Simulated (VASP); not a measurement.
The system is Li.

```
Li
1.0
     1.87838    1.08449    3.48324
    -1.87838    1.08449    3.48324
     0.00000   -2.16897    3.48324
Li
2
Direct
  0.22754 0.22754 0.22754
  0.77246 0.77246 0.77246
```

| Item | Value |
| --- | --- |
| Program | VASP 6.6.1 |
| Task | relaxation of cell and atoms |
| Functional | PBE |
| Potentials or basis | VASP PAW PBE potentials, release 64 (Li_sv) |
| Cutoff | 600 eV |
| k mesh | 6 × 6 × 6 |
| Occupations | gaussian, width 0.1 eV |
| Spin | no spin polarisation |

At the start: pressure -0.0 GPa; volume 21.29 Å³/atom.

Problem. How do energy, volume and symmetry change on relaxing?

Solution. Over 17 steps the energy falls by 182.1 meV/atom and the volume is 19.48 Å³/atom (-8.5 %); space group R-3m (No. 166, to 0.1 Å) before and after.

Step by step:
| step | energy change (eV) | largest force (eV/Å) | pressure (GPa) | volume (Å³) |
| --- | --- | --- | --- | --- |
| 1 | 0.0000 | 0.7917 | -0.01 | 42.57 |
| 2 | -0.0573 | 0.6860 | -0.17 | 42.56 |
| 3 | -0.1776 | 0.3074 | -0.53 | 42.53 |
| 4 | -0.1332 | 0.5493 | -0.33 | 42.45 |
| 5 | -0.2080 | 0.0277 | -0.62 | 42.50 |
| 6 | -0.2317 | 0.0866 | -0.38 | 41.44 |
| 7 | -0.2828 | 0.3116 | 0.80 | 38.07 |
| 8 | -0.0943 | 0.9382 | 6.22 | 30.79 |
| 9 | -0.2833 | 0.4213 | 1.27 | 37.03 |
| 10 | -0.3020 | 0.4051 | 1.24 | 36.97 |
| 11 | -0.3310 | 0.3487 | 1.18 | 36.61 |
| 12 | -0.2744 | 0.2410 | 0.52 | 35.24 |
| 13 | -0.3358 | 0.3180 | 1.12 | 36.45 |
| 14 | -0.3484 | 0.2457 | 0.71 | 37.15 |
| 15 | -0.3633 | 0.0485 | -0.29 | 39.30 |
| 16 | -0.3633 | 0.0533 | -0.27 | 39.24 |
| 17 | -0.3642 | 0.0356 | -0.16 | 38.96 |

Final structure:
```
CELL_PARAMETERS angstrom
1.61123 0.93024 4.33217
-1.61123 0.93024 4.33217
0.00000 -1.86049 4.33217
ATOMIC_POSITIONS crystal
Li 0.25070 0.25070 0.25070
Li 0.74930 0.74930 0.74930
```

Caveat: the cutoff is under 1.25 times the usual one of these potentials, so pressure, stress and relaxed cells hold a basis-set (Pulay) error.
